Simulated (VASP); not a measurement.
A run of VASP 6.6.1:

Contents of POSCAR:

```
NaH
1.0
    2.9468576697      0.0144664633      0.0144664633
    0.0144664633      2.9468576697      0.0144664633
    0.0144664633      0.0144664633      2.9468576697
Na H
1 1
Direct
    0.0000000000      0.0000000000      0.0000000000
    0.5000000000      0.5000000000      0.5000000000
```

The input INCAR.step1:

```
SYSTEM = NaH
  PREC = Accurate
  ENCUT = 400
  EDIFF = 1E-5
  ISMEAR = 0
  SIGMA = 0.01
  LREAL = .False.
  LASPH = .True.
  NELM = 120
  ALGO = Normal
  ISIF = 2
  LWAVE = .True.
  LCHARG = .False.
  GGA = PE
  NBANDS = 11
  GGA_COMPAT = .False.
```

The input INCAR.step2:

```
SYSTEM = NaH
  PREC = Accurate
  ENCUT = 400
  EDIFF = 1E-6
  ISMEAR = 0
  SIGMA = 0.01
  LREAL = .False.
  LASPH = .True.
  NELM = 120
  ALGO = Normal
  ISIF = 2
  LWAVE = .False.
  LCHARG = .False.
  GGA = PE
  LHFCALC = .True.
  HFSCREEN = 0.2079
  PRECFOCK = Normal
  ISTART = 1
  NBANDS = 11
  GGA_COMPAT = .False.
```

The input KPOINTS:

```
regular mesh
0
Gamma
  6 6 6
  0 0 0
```

Potentials or basis: VASP PAW PBE potentials, release 64 (Na_pv, H).

Run with:

```bash
$ cat potpaw_PBE.64/Na_pv/POTCAR potpaw_PBE.64/H/POTCAR > POTCAR
$ cp INCAR.step1 INCAR
$ mpirun -np 1 vasp_std > vasp.out
$ cp INCAR.step2 INCAR
$ mpirun -np 1 vasp_std > vasp.out
```

Hardware: 1 thread of Intel(R) Xeon(R) Platinum 8259CL CPU @ 2.50GHz (Skylake/Cascade Lake) (shared host).

Problem. How long does it take, and how much memory?

Solution. Run time: 4.3 min on 1 thread of Intel(R) Xeon(R) Platinum 8259CL CPU @ 2.50GHz (Skylake/Cascade Lake), with other jobs on the host, peak memory 0.23 GiB. Counts: k points 32.
